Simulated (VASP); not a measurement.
# Ag (Fm-3m) in VASP: notebook

Runs on Ag. Level: PBEsol. Tasks: single point.

Program: VASP 6.6.1. These are calculated values, not measurements. Logs are shortened: lines on timing, memory, paths and dates and some standing lists are left out, and cuts for length are marked.

## Step 1: The cell of the first run

Symmetry: Fm-3m, No. 225, cubic system. The conventional cell has a = 4.086 Å, b = 4.086 Å, c = 4.086 Å, α = 90.00°, β = 90.00°, γ = 90.00°. Ag (site symmetry m-3m) has 12 Ag at 2.89 Å within 3.8 Å.

## Step 2: Single point, PBEsol

File INCAR:

```
PREC     = Accurate       # precision mode
ENCUT    = 520            # plane-wave cutoff, eV
EDIFF    = 1E-6           # SCF threshold, eV
ISMEAR   = 0              # smearing method
SIGMA    = 0.15           # smearing width, eV
LREAL    = F              # projectors in reciprocal space
LASPH    = T              # aspherical terms in the spheres
NELM     = 80             # most SCF steps
ALGO     = Normal         # electronic algorithm
ISIF     = 2              # what is computed and relaxed
LWAVE    = F              # write WAVECAR
LCHARG   = F              # write CHGCAR
GGA      = PS             # functional
NBANDS   = 12             # bands
```

File KPOINTS:

```
Automatic mesh
0
Gamma
  20 20 20
```

File POSCAR:

```
Ag
1.0
    0.0000000000      2.0431000000      2.0431000000
    2.0431000000      0.0000000000      2.0431000000
    2.0431000000      2.0431000000      0.0000000000
Ag
1
Direct
    0.0000000000      0.0000000000      0.0000000000
```

Potentials or basis: VASP PAW PBE potentials, release 64 (Ag).

Run with:

```sh
$ cat potpaw_PBE.64/Ag/POTCAR > POTCAR
$ mpirun -np 1 vasp_std > vasp.out
```

OUTCAR:

```text
PREC = Accurate
   ENCUT = 520
   EDIFF = 1E-6
   ISMEAR = 0
   LREAL = F
   LASPH = T
   NELM = 80
   ISIF = 2
   GGA = PS

 ion  position               nearest neighbor table
   1  0.000  0.000  0.000-

  LATTYP: Found a face centered cubic cell.
 ALAT       =     4.0862000000

  Lattice vectors:

 A1 = (   0.0000000000,   2.0431000000,   2.0431000000)
 A2 = (   2.0431000000,   0.0000000000,   2.0431000000)
 A3 = (   2.0431000000,   2.0431000000,   0.0000000000)

Analysis of symmetry for initial positions (statically):
=====================================================================
 Subroutine PRICEL returns:
 Original cell was already a primitive cell.

 Routine SETGRP: Setting up the symmetry group for a
 face centered cubic supercell.

 Subroutine GETGRP returns: Found 48 space group operations
 (whereof 48 operations were pure point group operations)
 out of a pool of 48 trial point group operations.

The static configuration has the point symmetry O_h .

Analysis of symmetry for dynamics (positions and initial velocities):
=====================================================================
 Subroutine PRICEL returns:
 Original cell was already a primitive cell.

 Routine SETGRP: Setting up the symmetry group for a
 face centered cubic supercell.

 Subroutine GETGRP returns: Found 48 space group operations
 (whereof 48 operations were pure point group operations)
 out of a pool of 48 trial point group operations.

The dynamic configuration has the point symmetry O_h .

 Subroutine INISYM returns: Found 48 space group operations
 (whereof 48 operations are pure point group operations),
 and found     1 'primitive' translations

----------------------------------------------------------------------------------------

                                     Primitive cell

  volume of cell :      17.0569

  direct lattice vectors                    reciprocal lattice vectors
     0.000000000  2.043100000  2.043100000    -0.244726151  0.244726151  0.244726151
     2.043100000  0.000000000  2.043100000     0.244726151 -0.244726151  0.244726151
     2.043100000  2.043100000  0.000000000     0.244726151  0.244726151 -0.244726151

  length of vectors
     2.889379729  2.889379729  2.889379729     0.423878128  0.423878128  0.423878128

  position of ions in fractional coordinates (direct lattice)
     0.000000000  0.000000000  0.000000000

  ion indices of the primitive-cell ions
   primitive index   ion index
                 1           1

----------------------------------------------------------------------------------------

 KPOINTS: Automatic mesh

Automatic generation of k-mesh.
 Grid dimensions read from file:
 generate k-points for:   20   20   20

 Generating k-lattice:

  Cartesian coordinates                     Fractional coordinates (reciprocal lattice)
    -0.012236308  0.012236308  0.012236308     0.050000000  0.000000000  0.000000000
     0.012236308 -0.012236308  0.012236308     0.000000000  0.050000000  0.000000000
     0.012236308  0.012236308 -0.012236308     0.000000000  0.000000000  0.050000000

  Length of vectors
     0.021193906  0.021193906  0.021193906

  Shift w.r.t. Gamma in fractional coordinates (k-lattice)
     0.000000000  0.000000000  0.000000000

 Subroutine IBZKPT returns following result:
 ===========================================

 Found    256 irreducible k-points:

 Following reciprocal coordinates:
            Coordinates               Weight
  0.000000  0.000000  0.000000      1.000000
  0.050000  0.000000  0.000000      8.000000
  0.100000  0.000000  0.000000      8.000000
  0.150000  0.000000  0.000000      8.000000
  0.200000  0.000000  0.000000      8.000000
  0.250000  0.000000  0.000000      8.000000
[... 16 lines left out ...]
 -0.400000  0.050000  0.000000     24.000000
 -0.350000  0.050000  0.000000     24.000000
 [... further k-points ...]
   k-points           NKPTS =    256   k-points in BZ     NKDIM =    256   number of bands    NBANDS=     12
   number of dos      NEDOS =    301   number of ions     NIONS =      1
   total plane-waves  NPLWV =  13824
   dimension x,y,z NGX =    24 NGY =   24 NGZ =   24
   dimension x,y,z NGXF=    48 NGYF=   48 NGZF=   48
   ions per type =               1
   NGX,Y,Z   is equivalent  to a cutoff of  13.81, 13.81, 13.81 a.u.
   NGXF,Y,Z  is equivalent  to a cutoff of  27.62, 27.62, 27.62 a.u.
 SYSTEM =  unknown system
   PREC   = accura    normal or accurate (medium, high low for compatibility)
   ISTART =      0    job   : 0-new  1-cont  2-samecut
   ICHARG =      2    charge: 1-file 2-atom 10-const
   ISPIN  =      1    spin polarized calculation?
   LNONCOLLINEAR =      F non collinear calculations
   LSORBIT =      F    spin-orbit coupling
   LASPH  =      T    aspherical Exc in radial PAW
   ENCUT  =  520.0 eV  38.22 Ry    6.18 a.u.   5.37  5.37  5.37*2*pi/ulx,y,z
   NELM   =     80;   NELMIN=  2; NELMDL= -5     # of ELM steps
   EDIFF  = 0.1E-05   stopping-criterion for ELM
   LREAL  =      F    real-space projection
   EDIFFG = 0.1E-04   stopping-criterion for IOM
   NSW    =      0    number of steps for IOM
   IBRION =     -1    ionic relax: 0-MD 1-quasi-New 2-CG
   NFREE  =      0    steps in history (QN), initial steepest desc. (CG)
   ISIF   =      2    stress and relaxation
   ISYM   =      2    0-nonsym 1-usesym 2-fastsym
   POTIM  = 0.5000    time-step for ionic-motion
   TEBEG  =    0.0;   TEEND  =   0.0 temperature during run
   PSTRESS=    0.0 pullay stress
   NELECT =      11.0000    total number of electrons
   NUPDOWN=      -1.0000    fix difference up-down
   EMIN   =  10.00;   EMAX   =-10.00  energy-range for DOS
   EFERMI =   0.00;   METHOD = LEGACY
   ISMEAR =     0;   SIGMA  =   0.15  broadening in eV -4-tet -1-fermi 0-gaus
   EFERMI_NEDOS =   21; number of points for ismear=-14 and -15
   IALGO  =     38    algorithm
   IMIX   =      4    mixing-type and parameters
     AMIX     =   0.40;   BMIX     =  1.00
     AMIX_MAG =   1.60;   BMIX_MAG =  1.00
  volume/ion in A,a.u.               =      17.06       115.11
  Fermi-wavevector in a.u.,A,eV,Ry     =   1.414402  2.672832 27.218893  2.000532
  Thomas-Fermi vector in A             =   2.535948
   LORBIT       =      0    0 simple, 1 ext, 2 COOP (PROOUT), +10 PAW based schemes
   GGA     = PS    functional components
   LHFCALC =     F    Hartree Fock is set to
   AEXX    =    0.0000 exact exchange contribution
   IVDW    =     0    specifies the selected vdW correction
   LEPSILON=     F    determine dielectric tensor
   LRPA    =     F    only Hartree local field effects (RPA)
 non-spin polarized calculation
 Gauss-broadening in eV      SIGMA  =   0.15
  energy-cutoff  :      520.00
  volume of cell :       17.06
 maximum number of plane-waves:       477
 NGX is ok and might be reduce to    24

 number of electron      10.9999999 magnetization

 Free energy of the ion-electron system (eV)
  ---------------------------------------------------
  ext. energy  EPLUGINS =         0.00000000
  ---------------------------------------------------
  free energy    TOTEN  =        -3.30902751 eV

  energy without entropy =       -3.30673390  energy(sigma->0) =       -3.30788071

 E-fermi :   8.2079     XC(G=0): -12.4097

 val. band max:        8.1610462044   @ k =   0.5000   0.3500   0.1500
 cond. band min:       8.2614470995   @ k =   0.5000   0.3000   0.1000
 fundamental gap:      0.1004008951
 Fermi energy:         8.2079278043

 k-point     1 :       0.0000    0.0000    0.0000
  band No.  band energies     occupation
      1       0.3987      2.00000
      2       3.4582      2.00000
      3       3.4582      2.00000
      4       3.4582      2.00000
      5       4.5043      2.00000
      6       4.5043      2.00000
      7      24.2107      0.00000
      8      27.7811      0.00000
      9      27.7811      0.00000
     10      27.7811      0.00000
     11      32.5998      0.00000
     12      33.7219      0.00000

 k-point     2 :       0.0500    0.0000    0.0000
  band No.  band energies     occupation
      1       0.4772      2.00000
      2       3.4393      2.00000
      3       3.4803      2.00000
      4       3.4803      2.00000
      5       4.4955      2.00000
      6       4.4955      2.00000
      7      24.2313      0.00000
      8      27.0790      0.00000
      9      27.8142      0.00000
     10      27.8142      0.00000
     11      32.7506      0.00000
     12      33.6291      0.00000

 k-point     3 :       0.1000    0.0000    0.0000
  band No.  band energies     occupation
      1       0.7062      2.00000
      2       3.3925      2.00000
      3       3.5397      2.00000
      4       3.5397      2.00000
      5       4.4764      2.00000
      6       4.4764      2.00000
      7      24.1134      0.00000
      8      25.7705      0.00000
      9      27.8982      0.00000
     10      27.8982      0.00000
     11      32.0488      0.00000
     12      33.3111      0.00000

 k-point     4 :       0.1500    0.0000    0.0000
  band No.  band energies     occupation
      1       1.0604      2.00000
      2       3.3512      2.00000
      3       3.6135      2.00000
      4       3.6135      2.00000
      5       4.4696      2.00000
      6       4.4696      2.00000
      7      23.0425      0.00000
      8      25.1535      0.00000
      9      27.9856      0.00000
     10      27.9856      0.00000
     11      31.2904      0.00000
     12      32.7426      0.00000

 k-point     5 :       0.2000    0.0000    0.0000
  band No.  band energies     occupation
      1       1.4731      2.00000
      2       3.3928      2.00000
      3       3.6634      2.00000
      4       3.6634      2.00000
      5       4.5119      2.00000
      6       4.5119      2.00000
      7      21.2517      0.00000
      8      25.0316      0.00000
      9      27.9935      0.00000
     10      27.9935      0.00000
     11      30.9212      0.00000
     12      32.0590      0.00000
[... 228 lines left out ...]
      1       1.8851      2.00000
      2       3.4094      2.00000
      3       3.4764      2.00000
      4       5.1232      2.00000
      5       5.3059      2.00000
      6       7.9343      1.99011
      7      11.8991      0.00000
      8      23.4052      0.00000
      9      25.6138      0.00000
     10      25.7160      0.00000
     11      31.3124      0.00000
     12      31.3695      0.00000

 k-point    22 :      -0.4500    0.0500    0.0000
  band No.  band energies     occupation
      1       1.8909      2.00000
      2       3.4189      2.00000
      3       3.4762      2.00000
      4       5.1414      2.00000
      5       5.2538      2.00000
      6       7.7569      1.99998
      7      12.1268      0.00000
      8      23.4083      0.00000
      9      25.4309      0.00000
     10      26.0283      0.00000
     11      31.1980      0.00000
     12      31.4064      0.00000

 k-point    23 :      -0.4000    0.0500    0.0000
  band No.  band energies     occupation
      1       1.9251      2.00000
      2       3.4561      2.00000
      3       3.5037      2.00000
      4       5.0469      2.00000
      5       5.1286      2.00000
      6       6.8592      2.00000
      7      13.3653      0.00000
      8      23.5363      0.00000
      9      25.4802      0.00000
     10      26.5729      0.00000
     11      31.0595      0.00000
     12      31.3622      0.00000

 k-point    24 :      -0.3500    0.0500    0.0000
  band No.  band energies     occupation
      1       1.9740      2.00000
      2       3.5137      2.00000
      3       3.5551      2.00000
      4       4.8016      2.00000
      5       4.9490      2.00000
      6       5.9043      2.00000
      7      15.0066      0.00000
      8      23.7698      0.00000
      9      25.7361      0.00000
     10      27.3271      0.00000
     11      30.8934      0.00000
     12      31.1715      0.00000

 [... further k-points ...]
[... 5 lines left out ...]
  --------------------------------------------------------------------------------------
  -------------------------------------------------------------------------------------
  Total       -0.3000490     -0.3000490     -0.3000490      0.0000000      0.0000000     -0.0000000
  in kB      -28.1840797    -28.1840797    -28.1840797      0.0000000      0.0000000     -0.0000000
  external PRESSURE =     -28.1840797 kB  Pullay stress =       0.0000000 kB

 VOLUME and BASIS-vectors are now :
 -----------------------------------------------------------------------------
  energy-cutoff  :      520.00
  volume of cell :       17.06
      direct lattice vectors                 reciprocal lattice vectors
     0.000000000  2.043100000  2.043100000    -0.244726151  0.244726151  0.244726151
     2.043100000  0.000000000  2.043100000     0.244726151 -0.244726151  0.244726151
     2.043100000  2.043100000  0.000000000     0.244726151  0.244726151 -0.244726151

 POSITION                                       TOTAL-FORCE (eV/Angst)
 -----------------------------------------------------------------------------------
      0.00000      0.00000      0.00000         0.000000      0.000000      0.000000
 -----------------------------------------------------------------------------------
    total drift:                               -0.000000      0.000000      0.000000

  FREE ENERGIE OF THE ION-ELECTRON SYSTEM (eV)
  ---------------------------------------------------
  free  energy   TOTEN  =        -3.3090275105 eV

  energy  without entropy=       -3.3067339036  energy(sigma->0) =       -3.30788071
```

Wall time 21 s (1 thread of Intel Xeon Platinum 8488C (Sapphire Rapids), shared host); peak memory 0.18 GiB.

Results:

- Free energy: -3.3090 eV
- Pressure: -2.8 GPa

Levels at points of the mesh, in eV from the Fermi level:
| k point | band 4 | band 5 | band 6 | band 7 | band 8 | band 9 |
| --- | --- | --- | --- | --- | --- | --- |
| (0.00, 0.00, 0.00) | -4.75 | -3.70 | -3.70 | 16.00 | 19.57 | 19.57 |
| (0.50, 0.00, 0.00) | -2.90 | -2.90 | -0.44 | 3.60 | 15.24 | 17.83 |
| (0.50, 0.50, 0.00) | -2.70 | -2.70 | 1.56 | 6.73 | 10.62 | 10.62 |

Caveat: the PAW data sets were made with another functional, which shifts forces and pressure a little.

## Step 3: Single point, PBEsol

File INCAR:

```
PREC = Accurate
ENCUT = 520
EDIFF = 1E-6
ISMEAR = 0
SIGMA = 0.15
LREAL = False
LASPH = True
NELM = 100
ALGO = Fast
ISIF = 2
LWAVE = False
LCHARG = False
GGA = PS
NBANDS = 12
```

File KPOINTS:

```
regular mesh
0
Gamma
  22 22 22
```

POSCAR is that of step 2.

Potentials or basis: VASP PAW PBE potentials, release 64 (Ag).

Run with:

```sh
$ cat potpaw_PBE.64/Ag/POTCAR > POTCAR
$ mpirun -np 1 vasp_std > vasp.out
```

It took 31 s on 1 thread of Intel Xeon Platinum 8488C (Sapphire Rapids), shared host; peak memory 0.19 GiB.

Results (log left out):

```
Free energy : -3.3087 eV
Pressure    : -2.7 GPa
```

Levels at points of the mesh, in eV from the Fermi level:
| k point | band 3 | band 4 | band 5 | band 6 | band 7 | band 8 | band 9 | band 10 |
| --- | --- | --- | --- | --- | --- | --- | --- | --- |
| (0.00, 0.00, 0.00) | -4.77 | -4.77 | -3.73 | -3.73 | 15.98 | 19.55 | 19.55 | 19.55 |
| (0.50, 0.00, 0.00) | -4.79 | -2.93 | -2.93 | -0.46 | 3.58 | 15.21 | 17.80 | 17.80 |
| (0.50, 0.50, 0.00) | -2.96 | -2.72 | -2.72 | 1.54 | 6.71 | 10.60 | 10.60 | 17.15 |

Caveat: the PAW data sets were made with another functional, which shifts forces and pressure a little.

## Step 4: Single point, PBEsol

This run uses another cell than the first one: it holds 2 atoms, not 1.

File INCAR:

```
PREC = Accurate
ENCUT = 520
EDIFF = 1E-7
ISMEAR = 0
SIGMA = 0.15
LREAL = False
LASPH = True
NELM = 80
ALGO = Fast
ISIF = 2
LWAVE = False
LCHARG = False
GGA = PS
NBANDS = 18
```

File KPOINTS:

```
Automatic mesh
0
Gamma
  16 16 12
```

File POSCAR:

```
Ag
1.0
    0.0000000000     -2.0431000000     -2.0431000000
    0.0000000000      2.0431000000     -2.0431000000
    4.0862000000      0.0000000000      0.0000000000
Ag
2
Direct
    0.5000000000      0.5000000000      0.5000000000
    0.0000000000      0.0000000000      0.0000000000
```

Run with:

```sh
$ cat potpaw_PBE.64/Ag/POTCAR > POTCAR
$ mpirun -np 1 vasp_std > vasp.out
```

Run time: 2.2 min. Hardware: 1 thread of AMD EPYC 7R13 (Zen 3), shared host; peak memory 0.24 GiB.

It converged, with:

```yaml
Free_energy: -6.6154 eV
Pressure: -2.8 GPa
Band_gap_on_the_k_mesh: zero (band 11 reaches 14.14 eV, above the bottom of band 12 at 4.88 eV)
```

Levels at points of the mesh, in eV from the Fermi level:
| k point | band 8 | band 9 | band 10 | band 11 | band 12 | band 13 | band 14 | band 15 |
| --- | --- | --- | --- | --- | --- | --- | --- | --- |
| (0.00, 0.00, 0.00) | -3.72 | -2.96 | -2.72 | -2.72 | 1.54 | 6.71 | 10.60 | 10.60 |
| (0.50, 0.00, 0.00) | -4.11 | -3.72 | -3.72 | -0.56 | -0.56 | 9.25 | 9.25 | 9.30 |
| (0.50, 0.50, 0.00) | -2.72 | -2.72 | -2.72 | 1.54 | 1.54 | 6.71 | 6.71 | 10.60 |
| (0.00, 0.00, 0.50) | -3.89 | -3.80 | -3.80 | -3.35 | -3.35 | 14.60 | 14.60 | 14.60 |
| (0.50, 0.00, 0.50) | -2.93 | -2.93 | -2.93 | -0.46 | -0.46 | 3.58 | 3.58 | 15.22 |
| (0.50, 0.50, 0.50) | -3.72 | -2.72 | -2.72 | 5.91 | 5.91 | 5.91 | 5.91 | 6.94 |

Caveat: the PAW data sets were made with another functional, which shifts forces and pressure a little.

[end of part 1 of 2]
